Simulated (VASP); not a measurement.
# Ca (Fm-3m) in VASP: further runs

Ca is run at these levels: PBE, HSE06; tasks: single point.

Everything below comes from runs of VASP 6.6.1. Logs are shortened: lines on timing, memory, paths and dates and some standing lists are left out, and cuts for length are marked.

**1. The cell of the first run**

It takes space group Fm-3m (No. 225, cubic). Conventional cell: a = 5.504 Å, b = 5.504 Å, c = 5.504 Å, α = 90.00°, β = 90.00°, γ = 90.00°. Within 5.1 Å of Ca (site symmetry m-3m) lie 12 Ca at 3.89 Å.

**2. Single point, PBE (41.68 Å³/atom)**

Input file INCAR:

```
PREC = Accurate
ENCUT = 520
EDIFF = 1E-6
ISMEAR = 0
SIGMA = 0.05
LREAL = False
LASPH = True
NELM = 100
ALGO = Normal
ISIF = 2
LWAVE = False
LCHARG = True
GGA = PE
LELF = True
LVHAR = True
NBANDS = 11
```

Input file KPOINTS:

```
regular mesh
0
Gamma
  6 6 6
```

Input file POSCAR:

```
Ca
1.0
    0.0000000000      2.7517915795      2.7517915795
    2.7517915795      0.0000000000      2.7517915795
    2.7517915795      2.7517915795      0.0000000000
Ca
1
Direct
    0.0000000000      0.0000000000      0.0000000000
```

Potentials or basis: VASP PAW PBE potentials, release 64 (Ca_sv).

The run is started by

```
$ cat potpaw_PBE.64/Ca_sv/POTCAR > POTCAR
$ mpirun -np 1 vasp_std > vasp.out
```

OUTCAR:

```text
PREC = Accurate
   ENCUT = 520
   EDIFF = 1E-6
   ISMEAR = 0
   LREAL = False
   LASPH = True
   NELM = 100
   ISIF = 2
   GGA = PE

 ion  position               nearest neighbor table
   1  0.000  0.000  0.000-

  LATTYP: Found a face centered cubic cell.
 ALAT       =     5.5035831590

  Lattice vectors:

 A1 = (   0.0000000000,   2.7517915795,   2.7517915795)
 A2 = (   2.7517915795,   0.0000000000,   2.7517915795)
 A3 = (   2.7517915795,   2.7517915795,   0.0000000000)

Analysis of symmetry for initial positions (statically):
=====================================================================
 Subroutine PRICEL returns:
 Original cell was already a primitive cell.

 Routine SETGRP: Setting up the symmetry group for a
 face centered cubic supercell.

 Subroutine GETGRP returns: Found 48 space group operations
 (whereof 48 operations were pure point group operations)
 out of a pool of 48 trial point group operations.

The static configuration has the point symmetry O_h .

Analysis of symmetry for dynamics (positions and initial velocities):
=====================================================================
 Subroutine PRICEL returns:
 Original cell was already a primitive cell.

 Routine SETGRP: Setting up the symmetry group for a
 face centered cubic supercell.

 Subroutine GETGRP returns: Found 48 space group operations
 (whereof 48 operations were pure point group operations)
 out of a pool of 48 trial point group operations.

The dynamic configuration has the point symmetry O_h .

 Subroutine INISYM returns: Found 48 space group operations
 (whereof 48 operations are pure point group operations),
 and found     1 'primitive' translations

----------------------------------------------------------------------------------------

                                     Primitive cell

  volume of cell :      41.6751

  direct lattice vectors                    reciprocal lattice vectors
     0.000000000  2.751791579  2.751791579    -0.181699807  0.181699807  0.181699807
     2.751791579  0.000000000  2.751791579     0.181699807 -0.181699807  0.181699807
     2.751791579  2.751791579  0.000000000     0.181699807  0.181699807 -0.181699807

  length of vectors
     3.891620973  3.891620973  3.891620973     0.314713298  0.314713298  0.314713298

  position of ions in fractional coordinates (direct lattice)
     0.000000000  0.000000000  0.000000000

  ion indices of the primitive-cell ions
   primitive index   ion index
                 1           1

----------------------------------------------------------------------------------------

 KPOINTS: regular mesh

Automatic generation of k-mesh.
 Grid dimensions read from file:
 generate k-points for:    6    6    6

 Generating k-lattice:

  Cartesian coordinates                     Fractional coordinates (reciprocal lattice)
    -0.030283301  0.030283301  0.030283301     0.166666667  0.000000000  0.000000000
     0.030283301 -0.030283301  0.030283301     0.000000000  0.166666667  0.000000000
     0.030283301  0.030283301 -0.030283301     0.000000000  0.000000000  0.166666667

  Length of vectors
     0.052452216  0.052452216  0.052452216

  Shift w.r.t. Gamma in fractional coordinates (k-lattice)
     0.000000000  0.000000000  0.000000000

 Subroutine IBZKPT returns following result:
 ===========================================

 Found     16 irreducible k-points:

 Following reciprocal coordinates:
            Coordinates               Weight
  0.000000  0.000000  0.000000      1.000000
  0.166667  0.000000  0.000000      8.000000
  0.333333  0.000000  0.000000      8.000000
  0.500000  0.000000  0.000000      4.000000
  0.166667  0.166667  0.000000      6.000000
  0.333333  0.166667  0.000000     24.000000
[... 8 lines left out ...]
 -0.333333  0.333333  0.166667     24.000000
 -0.333333  0.500000  0.166667     12.000000
   k-points           NKPTS =     16   k-points in BZ     NKDIM =     16   number of bands    NBANDS=     11
   number of dos      NEDOS =    301   number of ions     NIONS =      1
   total plane-waves  NPLWV =  27000
   dimension x,y,z NGX =    30 NGY =   30 NGZ =   30
   dimension x,y,z NGXF=    60 NGYF=   60 NGZF=   60
   ions per type =               1
   NGX,Y,Z   is equivalent  to a cutoff of  12.82, 12.82, 12.82 a.u.
   NGXF,Y,Z  is equivalent  to a cutoff of  25.63, 25.63, 25.63 a.u.
 SYSTEM =  unknown system
   PREC   = accura    normal or accurate (medium, high low for compatibility)
   ISTART =      0    job   : 0-new  1-cont  2-samecut
   ICHARG =      2    charge: 1-file 2-atom 10-const
   ISPIN  =      1    spin polarized calculation?
   LNONCOLLINEAR =      F non collinear calculations
   LSORBIT =      F    spin-orbit coupling
   LASPH  =      T    aspherical Exc in radial PAW
   ENCUT  =  520.0 eV  38.22 Ry    6.18 a.u.   7.24  7.24  7.24*2*pi/ulx,y,z
   NELM   =    100;   NELMIN=  2; NELMDL= -5     # of ELM steps
   EDIFF  = 0.1E-05   stopping-criterion for ELM
   LREAL  =      F    real-space projection
   EDIFFG = 0.1E-04   stopping-criterion for IOM
   NSW    =      0    number of steps for IOM
   IBRION =     -1    ionic relax: 0-MD 1-quasi-New 2-CG
   NFREE  =      0    steps in history (QN), initial steepest desc. (CG)
   ISIF   =      2    stress and relaxation
   ISYM   =      2    0-nonsym 1-usesym 2-fastsym
   POTIM  = 0.5000    time-step for ionic-motion
   TEBEG  =    0.0;   TEEND  =   0.0 temperature during run
   PSTRESS=    0.0 pullay stress
   NELECT =      10.0000    total number of electrons
   NUPDOWN=      -1.0000    fix difference up-down
   EMIN   =  10.00;   EMAX   =-10.00  energy-range for DOS
   EFERMI =   0.00;   METHOD = LEGACY
   ISMEAR =     0;   SIGMA  =   0.05  broadening in eV -4-tet -1-fermi 0-gaus
   EFERMI_NEDOS =   21; number of points for ismear=-14 and -15
   IALGO  =     38    algorithm
   IMIX   =      4    mixing-type and parameters
     AMIX     =   0.40;   BMIX     =  1.00
     AMIX_MAG =   1.60;   BMIX_MAG =  1.00
  volume/ion in A,a.u.               =      41.68       281.24
  Fermi-wavevector in a.u.,A,eV,Ry     =   1.017301  1.922419 14.080676  1.034900
  Thomas-Fermi vector in A             =   2.150694
   LORBIT       =      0    0 simple, 1 ext, 2 COOP (PROOUT), +10 PAW based schemes
   GGA     = PE    functional components
   LHFCALC =     F    Hartree Fock is set to
   AEXX    =    0.0000 exact exchange contribution
   IVDW    =     0    specifies the selected vdW correction
   LEPSILON=     F    determine dielectric tensor
   LRPA    =     F    only Hartree local field effects (RPA)
 non-spin polarized calculation
 Gauss-broadening in eV      SIGMA  =   0.05
  energy-cutoff  :      520.00
  volume of cell :       41.68
 maximum number of plane-waves:      1139
 NGX is ok and might be reduce to    30
   NGX = 15   NGY = 15   NGZ = 15

 number of electron      10.0000002 magnetization

 Free energy of the ion-electron system (eV)
  ---------------------------------------------------
  ext. energy  EPLUGINS =         0.00000000
  ---------------------------------------------------
  free energy    TOTEN  =        -1.90513668 eV

  energy without entropy =       -1.90237302  energy(sigma->0) =       -1.90375485

 E-fermi :   2.0543     XC(G=0):  -7.7722

 val. band max:        2.0209134413   @ k =  -0.3333   0.3333   0.1667
 cond. band min:       2.1244169673   @ k =  -0.3333   0.3333   0.1667
 fundamental gap:      0.1035035260
 Fermi energy:         2.0542628924

 k-point     1 :       0.0000    0.0000    0.0000
  band No.  band energies     occupation
      1     -39.9749      2.00000
      2     -20.8915      2.00000
      3     -20.8915      2.00000
      4     -20.8915      2.00000
      5      -2.0329      2.00000
      6       4.3671      0.00000
      7       4.3671      0.00000
      8       4.3671      0.00000
      9       5.4487      0.00000
     10       5.4487      0.00000
     11      11.1884      0.00000

 k-point     2 :       0.1667    0.0000    0.0000
  band No.  band energies     occupation
      1     -39.9713      2.00000
      2     -20.9282      2.00000
      3     -20.8965      2.00000
      4     -20.8965      2.00000
      5      -1.5610      2.00000
      6       3.8984      0.00000
      7       4.5016      0.00000
      8       4.5016      0.00000
      9       5.3575      0.00000
     10       5.3575      0.00000
     11      10.7995      0.00000

 k-point     3 :       0.3333    0.0000    0.0000
  band No.  band energies     occupation
      1     -39.9641      2.00000
      2     -21.0005      2.00000
      3     -20.9065      2.00000
      4     -20.9065      2.00000
      5      -0.2874      2.00000
      6       2.9065      0.00000
      7       4.3943      0.00000
      8       4.3943      0.00000
      9       5.7387      0.00000
     10       5.7387      0.00000
     11       8.3566      0.00000

 k-point     4 :       0.5000    0.0000    0.0000
  band No.  band energies     occupation
      1     -39.9605      2.00000
      2     -21.0362      2.00000
      3     -20.9115      2.00000
      4     -20.9115      2.00000
      5       1.0233      2.00000
      6       1.8638      2.00000
      7       4.2474      0.00000
      8       4.2474      0.00000
      9       6.1472      0.00000
     10       6.1472      0.00000
     11       7.2901      0.00000

 k-point     5 :       0.1667    0.1667    0.0000
  band No.  band energies     occupation
      1     -39.9701      2.00000
      2     -20.9270      2.00000
      3     -20.9047      2.00000
      4     -20.9047      2.00000
      5      -1.4065      2.00000
      6       3.7998      0.00000
      7       4.6258      0.00000
      8       4.6258      0.00000
      9       4.8458      0.00000
     10       5.6089      0.00000
     11      11.8857      0.00000
[... 99 lines left out ...]
 k-point    13 :       0.5000    0.5000    0.0000
  band No.  band energies     occupation
      1     -39.9558      2.00000
      2     -21.0278      2.00000
      3     -20.9444      2.00000
      4     -20.9444      2.00000
      5       1.5445      2.00000
      6       2.5842      0.00000
      7       3.0049      0.00000
      8       6.1381      0.00000
      9       6.3339      0.00000
     10       6.3339      0.00000
     11       8.1228      0.00000

 k-point    14 :       0.5000    0.3333    0.1667
  band No.  band energies     occupation
      1     -39.9593      2.00000
      2     -20.9992      2.00000
      3     -20.9502      2.00000
      4     -20.9239      2.00000
      5       0.7218      2.00000
      6       2.8807      0.00000
      7       3.3684      0.00000
      8       4.9902      0.00000
      9       5.5431      0.00000
     10       6.4085      0.00000
     11       8.3211      0.00000

 k-point    15 :      -0.3333    0.3333    0.1667
  band No.  band energies     occupation
      1     -39.9570      2.00000
      2     -21.0037      2.00000
      3     -20.9677      2.00000
      4     -20.9321      2.00000
      5       2.0209      1.65445
      6       2.1244      0.04723
      7       3.1574      0.00000
      8       4.8016      0.00000
      9       5.9672      0.00000
     10       6.8470      0.00000
     11       6.9583      0.00000

 k-point    16 :      -0.3333    0.5000    0.1667
  band No.  band energies     occupation
      1     -39.9558      2.00000
      2     -21.0070      2.00000
      3     -20.9653      2.00000
      4     -20.9454      2.00000
      5       1.9905      1.92872
      6       2.6343      0.00000
      7       2.8346      0.00000
      8       5.0157      0.00000
      9       6.3355      0.00000
     10       6.8319      0.00000
     11       7.3875      0.00000

------------------------ aborting loop because EDIFF is reached ----------------------------------------

  FORCE on cell =-STRESS in cart. coord.  units (eV):
  Direction    XX          YY          ZZ          XY          YZ          ZX
  --------------------------------------------------------------------------------------
  -------------------------------------------------------------------------------------
  Total        0.0007113      0.0007113      0.0007113      0.0000000     -0.0000000      0.0000000
  in kB        0.0273448      0.0273448      0.0273448      0.0000000     -0.0000000      0.0000000
  external PRESSURE =       0.0273448 kB  Pullay stress =       0.0000000 kB

 VOLUME and BASIS-vectors are now :
 -----------------------------------------------------------------------------
  energy-cutoff  :      520.00
  volume of cell :       41.68
      direct lattice vectors                 reciprocal lattice vectors
     0.000000000  2.751791579  2.751791579    -0.181699807  0.181699807  0.181699807
     2.751791579  0.000000000  2.751791579     0.181699807 -0.181699807  0.181699807
     2.751791579  2.751791579  0.000000000     0.181699807  0.181699807 -0.181699807

 POSITION                                       TOTAL-FORCE (eV/Angst)
 -----------------------------------------------------------------------------------
      0.00000      0.00000      0.00000        -0.000000     -0.000000      0.000000
 -----------------------------------------------------------------------------------
    total drift:                               -0.000000     -0.000000      0.000000

  FREE ENERGIE OF THE ION-ELECTRON SYSTEM (eV)
  ---------------------------------------------------
  free  energy   TOTEN  =        -1.9051366817 eV

  energy  without entropy=       -1.9023730242  energy(sigma->0) =       -1.90375485
```

Run time: 4.5 s. Hardware: 1 thread of Intel Xeon 6975P-C (Granite Rapids), shared host; peak memory 0.16 GiB.

Results:

```
Free energy            : -1.9051 eV
Pressure               : 0.0 GPa
Band gap on the k mesh : zero (bands 5 and 6 overlap by 0.16 eV)
```

Levels at points of the mesh, in eV from the Fermi level:
```tsv
k point	band 1	band 2	band 3	band 4	band 5	band 6	band 7	band 8	band 9	band 10
(0.00, 0.00, 0.00)	-42.03	-22.95	-22.95	-22.95	-4.09	2.31	2.31	2.31	3.39	3.39
(0.50, 0.00, 0.00)	-42.01	-23.09	-22.97	-22.97	-1.03	-0.19	2.19	2.19	4.09	4.09
(0.50, 0.50, 0.00)	-42.01	-23.08	-23.00	-23.00	-0.51	0.53	0.95	4.08	4.28	4.28
```

**3. Single point, PBE (43.24 Å³/atom)**

This run uses another cell than the first one, of 43.24 Å³/atom.

Input file INCAR:

```
ALGO = Normal
EDIFF = 1E-6
ENCUT = 520
GGA = PE
ISIF = 2
ISMEAR = 0
LASPH = T
LCHARG = T
LELF = T
LREAL = F
LVHAR = T
LWAVE = F
NBANDS = 11
NELM = 80
PREC = Accurate
SIGMA = 0.05
```

Input file KPOINTS:

```
k-points
0
Gamma
  6 6 6
```

Input file POSCAR:

```
Ca
1.0
    0.0000000000      2.7858365238      2.7858365238
    2.7858365238      0.0000000000      2.7858365238
    2.7858365238      2.7858365238      0.0000000000
Ca
1
Direct
    0.0000000000      0.0000000000      0.0000000000
```

Potentials or basis: VASP PAW PBE potentials, release 64 (Ca_sv).

The run is started by

```
$ cat potpaw_PBE.64/Ca_sv/POTCAR > POTCAR
$ mpirun -np 1 vasp_std > vasp.out
```

Run time: 4.9 s. Hardware: 1 thread of Intel Xeon 6975P-C (Granite Rapids), shared host; peak memory 0.16 GiB.

It converged, with:

```yaml
Free_energy: -1.9025 eV
Pressure: -0.6 GPa
Band_gap_on_the_k_mesh: zero (bands 5 and 6 overlap by 0.19 eV)
```

Levels at points of the mesh, in eV from the Fermi level:
```tsv
k point	band 1	band 2	band 3	band 4	band 5	band 6	band 7	band 8	band 9	band 10
(0.00, 0.00, 0.00)	-42.12	-23.04	-23.04	-23.04	-4.02	2.26	2.26	2.26	3.30	3.30
(0.50, 0.00, 0.00)	-42.10	-23.16	-23.05	-23.05	-1.02	-0.22	2.15	2.15	3.96	3.96
(0.50, 0.50, 0.00)	-42.10	-23.16	-23.08	-23.08	-0.48	0.55	0.88	3.96	4.14	4.14
```

(Continued in part 2 of 3.)
